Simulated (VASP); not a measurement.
# BaZnSbF: single point with PBE+D3(BJ)

Crystal: BaZnSbF.

```
CELL_PARAMETERS angstrom
4.42350 0.00000 0.00000
0.00000 4.42350 0.00000
0.00000 0.00000 9.66664
ATOMIC_POSITIONS crystal
Ba 0.00000 0.50000 0.34808
Ba 0.50000 0.00000 0.65192
Zn 0.50000 0.50000 0.00000
Zn 0.00000 0.00000 0.00000
Sb 0.50000 0.00000 0.16852
Sb 0.00000 0.50000 0.83148
F 0.50000 0.50000 0.50000
F 0.00000 0.00000 0.50000
```

```
Program                : VASP 6.6.1
Task                   : single point
Functional             : PBE
Dispersion             : D3(BJ)
Potentials or basis    : VASP PAW PBE potentials, release 64 (Ba_sv, Zn, Sb, F)
Cutoff                 : 520 eV
k mesh                 : 8 × 8 × 4
Occupations            : gaussian, width 0.1 eV
Spin                   : no spin polarisation
Dipole correction      : no
Further INCAR settings : ALGO = Normal; EDIFF = 1e-07; NBANDS = 44
```

The pressure is 0.7 GPa, the largest force is 0.113 eV/Å and the band gap on the k mesh is zero (band 34 reaches 4.18 eV, above the bottom of band 35 at 4.16 eV). The dispersion energy per atom is -0.295 eV.

Forces in eV/Å, atoms in the order of the input:
```
Ba   0.000  0.000 -0.113
Ba   0.000  0.000  0.113
Zn   0.000  0.000  0.000
Zn   0.000  0.000  0.000
Sb   0.000  0.000 -0.011
Sb   0.000  0.000  0.011
F    0.000  0.000  0.000
F    0.000  0.000  0.000
```

Levels at points of the mesh, in eV from the Fermi level:
| k point | band 30 | band 31 | band 32 | band 33 | band 34 | band 35 | band 36 | band 37 | band 38 | band 39 |
| --- | --- | --- | --- | --- | --- | --- | --- | --- | --- | --- |
| (0.00, 0.00, 0.00) | -2.07 | -2.07 | -0.84 | -0.52 | -0.03 | -0.03 | 1.29 | 1.95 | 2.12 | 2.74 |
| (0.50, 0.00, 0.00) | -4.62 | -1.43 | -1.43 | -0.90 | -0.90 | 1.49 | 1.49 | 2.28 | 2.28 | 3.04 |
| (0.50, 0.50, 0.00) | -4.87 | -2.65 | -2.65 | -2.55 | -2.55 | 1.77 | 1.77 | 1.91 | 1.91 | 5.09 |
| (0.00, 0.00, 0.50) | -2.07 | -2.07 | -1.17 | -0.46 | -0.04 | -0.04 | 1.40 | 1.44 | 2.78 | 3.21 |
| (0.50, 0.00, 0.50) | -4.62 | -1.33 | -1.33 | -0.89 | -0.89 | 1.54 | 1.54 | 2.34 | 2.34 | 3.05 |
| (0.50, 0.50, 0.50) | -4.84 | -2.66 | -2.66 | -2.54 | -2.54 | 1.95 | 1.95 | 2.15 | 2.15 | 4.01 |

It took 8.7 min on 1 thread of AMD EPYC 7R43 64-Core Processor (Zen 3), on a shared host, peak memory 0.49 GiB.

Caveat: spin-orbit coupling is left out, which moves the levels of the heavy elements; pairwise dispersion overbinds metals, which lowers pressure and volume.
